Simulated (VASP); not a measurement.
# Zn2Cd3Se5: single point with PBE

Zn2Cd3Se5:

```xyz
10
Lattice="-2.0470 2.0470 14.4743 2.0470 -2.0470 14.4743 2.0470 2.0470 -14.4743" Properties=species:S:1:pos:R:3 pbc="T T T"
Zn    0.0000    0.0000   17.3692
Zn    0.0000    0.0000   11.5794
Cd    0.0000    0.0000    5.7897
Cd    0.0000    0.0000   23.1589
Cd    0.0000    0.0000    0.0000
Se    2.0470    0.0000    4.3423
Se    0.0000    2.0470    7.2371
Se    2.0470    0.0000   10.1320
Se    0.0000    2.0470   13.0269
Se    0.0000    2.0470    1.4474
```

```yaml
Program: VASP 6.6.1
Task: single point
Functional: PBE
Potentials_or_basis: VASP PAW PBE potentials, release 64 (Zn, Cd, Se)
Cutoff: 520 eV
k_mesh: 6 × 6 × 6
Occupations: gaussian, width 0.1 eV
Spin: no spin polarisation
Dipole_correction: no
Further_INCAR_settings: ALGO = Normal; EDIFF = 1e-06; NBANDS = 56
```

```yaml
Pressure: 8.6 GPa
Largest_force: 1.603 eV/Å
Band_gap_on_the_k_mesh: 0.95 eV, direct
```

Forces on the atoms (eV/Å):
```
Zn   0.000  0.000 -0.003
Zn   0.000  0.000  0.003
Cd   0.000  0.000 -0.074
Cd   0.000  0.000  0.074
Cd   0.000  0.000  0.000
Se   0.000  0.000 -1.603
Se   0.000  0.000  0.000
Se   0.000  0.000  1.603
Se   0.000  0.000 -1.598
Se   0.000  0.000  1.598
```

Stress tensor (GPa, compression positive):
```
8.60 0.00 0.00
0.00 8.60 0.00
0.00 0.00 8.51
```

Levels at points of the mesh, in eV from the valence-band top:
```
           k point  band 43  band 44  band 45  band 46  band 47  band 48
(0.00, 0.00, 0.00)    -0.01     0.00     0.00     0.95     3.04     3.11
(0.50, 0.00, 0.00)    -0.89    -0.85    -0.82     2.36     3.00     3.11
(0.50, 0.50, 0.00)    -2.41    -2.25    -2.23     2.93     3.47     3.49
(0.50, 0.50, 0.50)    -0.32    -0.24    -0.24     1.99     2.02     2.93
```

Wall time 62 min on 1 thread of Intel(R) Xeon(R) Platinum 8375C CPU @ 2.90GHz (Ice Lake), on a shared host, peak memory 2.2 GiB.

Caveat: forces of over 1 eV/Å act on the atoms, so gaps and moduli don't describe the material at rest. A hybrid or GW would open this gap; PBE tends to underestimate it.
